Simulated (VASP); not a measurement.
A run of VASP 6.6.1:

INCAR

```
  ALGO = Normal
  EDIFF = 1E-6
  ENCUT = 520
  GGA = PE
  ISIF = 2
  ISMEAR = 0
  LASPH = True
  LCHARG = False
  LREAL = False
  LWAVE = False
  NBANDS = 20
  NELM = 100
  PREC = Accurate
  SIGMA = 0.1
```

The input KPOINTS:

```
k-points
0
Gamma
  6 6 4
```

POSCAR

```
TiTl
1.0
    3.1391114900      0.0000000000      0.0000000000
   -1.5695557500      2.7185503000      0.0000000000
    0.0000000000      0.0000000000      5.4656045800
Ti Tl
1 1
Direct
    0.3333333300      0.6666666700      0.5000000000
    0.0000000000      0.0000000000      0.0000000000
```

Potentials or basis: VASP PAW PBE potentials, release 64 (Ti_sv, Tl_d).

Run with:

```bash
$ cat potpaw_PBE.64/Ti_sv/POTCAR potpaw_PBE.64/Tl_d/POTCAR > POTCAR
$ mpirun -np 1 vasp_std > vasp.out
```

Hardware: 1 thread of Intel Xeon 8259CL, with other jobs on the host.

Problem. Estimate the wall time of this run.

Solution. It took 22 s on 1 thread of Intel Xeon 8259CL, with other jobs on the host, peak memory 0.17 GiB. Counts: scf iterations 14, k points 21.
